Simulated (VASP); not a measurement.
# Lu (P6_3/mmc) in VASP: a series of runs

Runs on Lu. Level: PBE. Tasks: single point.

All numbers are computed with VASP 6.6.1; they aren't measurements. Logs are shortened: lines on timing, memory, paths and dates and some standing lists are left out, and cuts for length are marked.

## (1) The cell of the first run

It takes space group P6_3/mmc (No. 194, hexagonal). The conventional cell has a = 2.717 Å, b = 2.717 Å, c = 4.549 Å, α = 90.00°, β = 90.00°, γ = 120.00°. Lu (site symmetry -6m2) has 12 Lu at 2.72 to 2.76 Å within 3.6 Å.

## (2) Single point, PBE

INCAR

```
ALGO = Normal ; EDIFF = 1E-6
ENCUT = 520 ; GGA = PE
ISIF = 2 ; ISMEAR = -1
LASPH = True ; LCHARG = True
LELF = True ; LREAL = False
LVHAR = True ; LWAVE = False
NBANDS = 32 ; NELM = 60
PREC = Accurate ; SIGMA = 0.05
```

KPOINTS

```
k-points
0
Gamma
  16 16 9
```

POSCAR

```
Lu
1.0
    2.7165198014      0.0000000000      0.0000000000
   -1.3582599007      2.3525751579      0.0000000000
    0.0000000000      0.0000000000      4.5488494137
Lu
2
Direct
    0.3333333333      0.6666666667      0.2500000000
    0.6666666667      0.3333333333      0.7500000000
```

Potentials or basis: VASP PAW PBE potentials, release 64 (Lu).

Run with:

```
$ cat potpaw_PBE.64/Lu/POTCAR > POTCAR
$ mpirun -np 1 vasp_std > vasp.out
```

OUTCAR:

```text
EDIFF = 1E-6
   ENCUT = 520
   GGA = PE
   ISIF = 2
   ISMEAR = -1
   LASPH = True
   LREAL = False
   NELM = 60
   PREC = Accurate

 ion  position               nearest neighbor table
   1  0.333  0.667  0.250-   2 2.76   2 2.76   2 2.76   2 2.76   2 2.76   2 2.76
   2  0.667  0.333  0.750-   1 2.76   1 2.76   1 2.76   1 2.76   1 2.76   1 2.76

  LATTYP: Found a hexagonal cell.
 ALAT       =     2.7165198014
 C/A-ratio  =     1.6745136227

  Lattice vectors:

 A1 = (   2.7165198014,   0.0000000000,   0.0000000000)
 A2 = (  -1.3582599007,   2.3525751579,   0.0000000000)
 A3 = (   0.0000000000,   0.0000000000,   4.5488494137)

Analysis of symmetry for initial positions (statically):
=====================================================================
 Subroutine PRICEL returns:
 Original cell was already a primitive cell.

 Routine SETGRP: Setting up the symmetry group for a
 hexagonal supercell.

 Subroutine GETGRP returns: Found 24 space group operations
 (whereof 12 operations were pure point group operations)
 out of a pool of 24 trial point group operations.

The static configuration has the point symmetry D_3d.
 The point group associated with its full space group is D_6h.

Analysis of symmetry for dynamics (positions and initial velocities):
=====================================================================
 Subroutine PRICEL returns:
 Original cell was already a primitive cell.

 Routine SETGRP: Setting up the symmetry group for a
 hexagonal supercell.

 Subroutine GETGRP returns: Found 24 space group operations
 (whereof 12 operations were pure point group operations)
 out of a pool of 24 trial point group operations.

The dynamic configuration has the point symmetry D_3d.
 The point group associated with its full space group is D_6h.

 Subroutine INISYM returns: Found 24 space group operations
 (whereof 12 operations are pure point group operations),
 and found     1 'primitive' translations

----------------------------------------------------------------------------------------

                                     Primitive cell

  volume of cell :      29.0709

  direct lattice vectors                    reciprocal lattice vectors
     2.716519801  0.000000000  0.000000000     0.368118060  0.212533061  0.000000000
    -1.358259901  2.352575158  0.000000000     0.000000000  0.425066122  0.000000000
     0.000000000  0.000000000  4.548849414     0.000000000  0.000000000  0.219835811

  length of vectors
     2.716519801  2.716519801  4.548849414     0.425066122  0.425066122  0.219835811

  position of ions in fractional coordinates (direct lattice)
     0.333333333  0.666666667  0.250000000
     0.666666667  0.333333333  0.750000000

  ion indices of the primitive-cell ions
   primitive index   ion index
                 1           1
                 2           2

----------------------------------------------------------------------------------------

 KPOINTS: k-points

Automatic generation of k-mesh.
 Grid dimensions read from file:
 generate k-points for:   16   16    9

 Generating k-lattice:

  Cartesian coordinates                     Fractional coordinates (reciprocal lattice)
     0.023007379  0.013283316  0.000000000     0.062500000  0.000000000  0.000000000
     0.000000000  0.026566633  0.000000000     0.000000000  0.062500000  0.000000000
     0.000000000  0.000000000  0.024426201     0.000000000  0.000000000  0.111111111

  Length of vectors
     0.026566633  0.026566633  0.024426201

  Shift w.r.t. Gamma in fractional coordinates (k-lattice)
     0.000000000  0.000000000  0.000000000

 Subroutine IBZKPT returns following result:
 ===========================================

 Found    150 irreducible k-points:

 Following reciprocal coordinates:
            Coordinates               Weight
  0.000000  0.000000  0.000000      1.000000
  0.062500  0.000000  0.000000      6.000000
  0.125000  0.000000  0.000000      6.000000
  0.187500  0.000000  0.000000      6.000000
  0.250000  0.000000  0.000000      6.000000
  0.312500  0.000000  0.000000      6.000000
[... 16 lines left out ...]
  0.187500  0.187500  0.000000      6.000000
  0.250000  0.187500  0.000000     12.000000
 [... further k-points ...]
   k-points           NKPTS =    150   k-points in BZ     NKDIM =    150   number of bands    NBANDS=     32
   number of dos      NEDOS =    301   number of ions     NIONS =      2
   total plane-waves  NPLWV =  14400
   dimension x,y,z NGX =    20 NGY =   20 NGZ =   36
   dimension x,y,z NGXF=    40 NGYF=   40 NGZF=   72
   ions per type =               2
   NGX,Y,Z   is equivalent  to a cutoff of  12.24, 12.24, 13.16 a.u.
   NGXF,Y,Z  is equivalent  to a cutoff of  24.48, 24.48, 26.31 a.u.
 SYSTEM =  unknown system
   PREC   = accura    normal or accurate (medium, high low for compatibility)
   ISTART =      0    job   : 0-new  1-cont  2-samecut
   ICHARG =      2    charge: 1-file 2-atom 10-const
   ISPIN  =      1    spin polarized calculation?
   LNONCOLLINEAR =      F non collinear calculations
   LSORBIT =      F    spin-orbit coupling
   LASPH  =      T    aspherical Exc in radial PAW
   ENCUT  =  520.0 eV  38.22 Ry    6.18 a.u.   5.05  5.05  8.46*2*pi/ulx,y,z
   NELM   =     60;   NELMIN=  2; NELMDL= -5     # of ELM steps
   EDIFF  = 0.1E-05   stopping-criterion for ELM
   LREAL  =      F    real-space projection
[... 7 lines left out ...]
   TEBEG  =    0.0;   TEEND  =   0.0 temperature during run
   PSTRESS=    0.0 pullay stress
   NELECT =      50.0000    total number of electrons
   NUPDOWN=      -1.0000    fix difference up-down
   EMIN   =  10.00;   EMAX   =-10.00  energy-range for DOS
   EFERMI =   0.00;   METHOD = LEGACY
   ISMEAR =    -1;   SIGMA  =   0.05  broadening in eV -4-tet -1-fermi 0-gaus
   EFERMI_NEDOS =   21; number of points for ismear=-14 and -15
   IALGO  =     38    algorithm
   IMIX   =      4    mixing-type and parameters
     AMIX     =   0.40;   BMIX     =  1.00
     AMIX_MAG =   1.60;   BMIX_MAG =  1.00
  volume/ion in A,a.u.               =      14.54        98.09
  Fermi-wavevector in a.u.,A,eV,Ry     =   1.961457  3.706617 52.345893  3.847315
  Thomas-Fermi vector in A             =   2.986368
   LORBIT       =      0    0 simple, 1 ext, 2 COOP (PROOUT), +10 PAW based schemes
   GGA     = PE    functional components
[... 5 lines left out ...]
 non-spin polarized calculation
  energy-cutoff  :      520.00
  volume of cell :       29.07
 maximum number of plane-waves:       799
   NGX = 11   NGY = 11   NGZ = 17

 number of electron      50.0000020 magnetization

 Free energy of the ion-electron system (eV)
  ---------------------------------------------------
  ext. energy  EPLUGINS =         0.00000000
  ---------------------------------------------------
  free energy    TOTEN  =        -3.51674818 eV

  energy without entropy =       -3.50458307  energy(sigma->0) =       -3.51066563

 E-fermi :   5.4934     XC(G=0): -14.6337

 val. band max:        5.4918002571   @ k =   0.1875   0.1250   0.0000
 cond. band min:       5.4975065390   @ k =   0.3750   0.1875   0.2222
 fundamental gap:      0.0057062819
 Fermi energy:         5.4933932167

 k-point     1 :       0.0000    0.0000    0.0000
  band No.  band energies     occupation
      1     -50.3929      2.00000
      2     -49.9070      2.00000
      3     -22.9024      2.00000
      4     -19.5887      2.00000
      5     -19.5887      2.00000
      6     -19.2916      2.00000
[... 24 lines left out ...]
     31      11.4406      0.00000
     32      11.4406      0.00000

 k-point     2 :       0.0625    0.0000    0.0000
  band No.  band energies     occupation
      1     -50.3748      2.00000
      2     -49.8966      2.00000
      3     -22.8588      2.00000
      4     -19.7277      2.00000
      5     -19.6286      2.00000
      6     -19.3266      2.00000
[... 24 lines left out ...]
     31      11.0822      0.00000
     32      11.1938      0.00000

 k-point     3 :       0.1250    0.0000    0.0000
  band No.  band energies     occupation
      1     -50.3226      2.00000
      2     -49.8673      2.00000
      3     -22.7307      2.00000
      4     -20.1146      2.00000
      5     -19.7376      2.00000
      6     -19.7172      2.00000
[... 24 lines left out ...]
     31      10.5039      0.00000
     32      10.6082      0.00000

 k-point     4 :       0.1875    0.0000    0.0000
  band No.  band energies     occupation
      1     -50.2423      2.00000
      2     -49.8245      2.00000
      3     -22.5261      2.00000
      4     -20.6700      2.00000
      5     -20.2550      2.00000
      6     -19.8913      2.00000
[... 24 lines left out ...]
     31      10.1130      0.00000
     32      11.3666      0.00000

 k-point     5 :       0.2500    0.0000    0.0000
  band No.  band energies     occupation
      1     -50.1436      2.00000
      2     -49.7763      2.00000
      3     -22.2591      2.00000
      4     -21.2902      2.00000
      5     -20.8350      2.00000
      6     -20.0619      2.00000
[... 584 lines left out ...]
     31      16.1657      0.00000
     32      16.5162      0.00000

 k-point    22 :       0.4375    0.1250    0.0000
  band No.  band energies     occupation
      1     -49.8171      2.00000
      2     -49.6822      2.00000
      3     -22.6258      2.00000
      4     -22.0502      2.00000
      5     -21.1525      2.00000
      6     -20.7787      2.00000
[... 24 lines left out ...]
     31      16.5118      0.00000
     32      16.5909      0.00000

 k-point    23 :       0.1875    0.1875    0.0000
  band No.  band energies     occupation
      1     -50.0142      2.00000
      2     -49.7226      2.00000
      3     -21.8781      2.00000
      4     -21.6220      2.00000
      5     -21.5412      2.00000
      6     -20.3596      2.00000
[... 24 lines left out ...]
     31      13.9525      0.00000
     32      15.7426      0.00000

 k-point    24 :       0.2500    0.1875    0.0000
  band No.  band energies     occupation
      1     -49.9238      2.00000
      2     -49.6949      2.00000
      3     -22.0087      2.00000
      4     -21.7500      2.00000
      5     -21.5790      2.00000
      6     -20.6452      2.00000
[... 24 lines left out ...]
     31      15.0594      0.00000
     32      16.0500      0.00000

 [... further k-points ...]
[... 5 lines left out ...]
  --------------------------------------------------------------------------------------
  -------------------------------------------------------------------------------------
  Total       18.5459189     18.5459189     18.4522207      0.0000000      0.0000000      0.0000000
  in kB     1022.1179063   1022.1179063   1016.9539339      0.0000000      0.0000000      0.0000000
  external PRESSURE =    1020.3965822 kB  Pullay stress =       0.0000000 kB

 VOLUME and BASIS-vectors are now :
 -----------------------------------------------------------------------------
  energy-cutoff  :      520.00
  volume of cell :       29.07
      direct lattice vectors                 reciprocal lattice vectors
     2.716519801  0.000000000  0.000000000     0.368118060  0.212533061  0.000000000
    -1.358259901  2.352575158  0.000000000     0.000000000  0.425066122  0.000000000
     0.000000000  0.000000000  4.548849414     0.000000000  0.000000000  0.219835811

 POSITION                                       TOTAL-FORCE (eV/Angst)
 -----------------------------------------------------------------------------------
     -0.00000      1.56838      1.13721        -0.000000      0.000000      0.000000
      1.35826      0.78419      3.41164         0.000000     -0.000000      0.000000
 -----------------------------------------------------------------------------------
    total drift:                               -0.000000      0.000000     -0.000000

  FREE ENERGIE OF THE ION-ELECTRON SYSTEM (eV)
  ---------------------------------------------------
  free  energy   TOTEN  =        -3.5167481808 eV

  energy  without entropy=       -3.5045830745  energy(sigma->0) =       -3.51066563
```

Wall time 2 min (1 thread of Intel Xeon Platinum 8259CL at 2.50GHz (Skylake/Cascade Lake), shared host); peak memory 0.23 GiB.

Results:

```
Free energy            : -3.5167 eV
Pressure               : 102.0 GPa
Band gap on the k mesh : zero (band 25 reaches 7.66 eV, above the bottom of band 26 at 4.51 eV)
```

Caveat: spin-orbit coupling is left out, which moves the levels of the heavy elements.

## (3) Single point, PBE

INCAR

```
SYSTEM = Lu
ALGO = Normal
EDIFF = 1E-6
ENCUT = 520
GGA = PE
ISIF = 2
ISMEAR = -1
LASPH = .True.
LCHARG = .True.
LELF = .True.
LREAL = .False.
LVHAR = .True.
LWAVE = .False.
NBANDS = 32
NELM = 60
PREC = Accurate
SIGMA = 0.05
```

KPOINTS

```
k-points
0
Gamma
  16 16 9
  0 0 0
```

POSCAR is that of step 2.

Potentials or basis: VASP PAW PBE potentials, release 64 (Lu).

Run with:

```
$ cat potpaw_PBE.64/Lu/POTCAR > POTCAR
$ mpirun -np 1 vasp_std > vasp.out
```

Wall time 2 min (1 thread of Intel Xeon Platinum 8259CL at 2.50GHz (Skylake/Cascade Lake), shared host); peak memory 0.24 GiB.

It converged, with:

```
Free energy            : -3.5167 eV
Pressure               : 102.0 GPa
Band gap on the k mesh : zero (band 25 reaches 7.66 eV, above the bottom of band 26 at 4.51 eV)
```

Stress tensor (GPa, compression positive):
```
102.21   0.00   0.00
  0.00 102.21   0.00
  0.00   0.00 101.70
```

Levels at points of the mesh, in eV from the Fermi level:
| k point | band 22 | band 23 | band 24 | band 25 | band 26 | band 27 | band 28 | band 29 |
| --- | --- | --- | --- | --- | --- | --- | --- | --- |
| (0.00, 0.00, 0.00) | -4.36 | -4.35 | -3.89 | 2.17 | 2.68 | 2.68 | 3.99 | 3.99 |
| (0.50, 0.00, 0.00) | -4.36 | -3.75 | -2.84 | -2.75 | 2.39 | 2.71 | 2.90 | 3.99 |

Caveat: spin-orbit coupling is left out, which moves the levels of the heavy elements.
